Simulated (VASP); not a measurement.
Au, 2 atoms in the cell. The structure is tetragonal, space group I4_1/amd (No. 141). Conventional cell: a = 5.114 Å, b = 5.114 Å, c = 2.813 Å, α = 90.00°, β = 90.00°, γ = 90.00°. Within 3.5 Å of Au (site symmetry -4m2) lie 10 Au at 2.65 to 3.31 Å. 

```yaml
Program: VASP 6.6.1
Task: relaxation of cell and atoms
Functional: PBE
Potentials_or_basis: VASP PAW PBE potentials, release 64 (Au)
Cutoff: 600 eV
k_mesh: 15 × 15 × 15
Occupations: fermi-dirac, width 0.08 eV
Spin: no spin polarisation
Target_pressure: 0.86 GPa
Dipole_correction: no
Further_INCAR_settings: ALGO = Normal; EDIFF = 1e-06; IBRION = 2; EDIFFG = -0.005; NSW = 60; ISIF = 3
```

Potentials or basis: VASP PAW PBE potentials, release 64 (Au).

The run is started by

```sh
$ cat potpaw_PBE.64/Au/POTCAR > POTCAR
$ mpirun -np 1 vasp_std > vasp.out
```

Hardware: 1 thread of AMD EPYC 7R13 (shared host).

Problem. Estimate the wall time of this run.

Solution. Run time: 30 min on 1 thread of AMD EPYC 7R13, with other jobs on the host, peak memory 0.29 GiB. Counts: scf iterations 77, k points 288, ion steps 14.
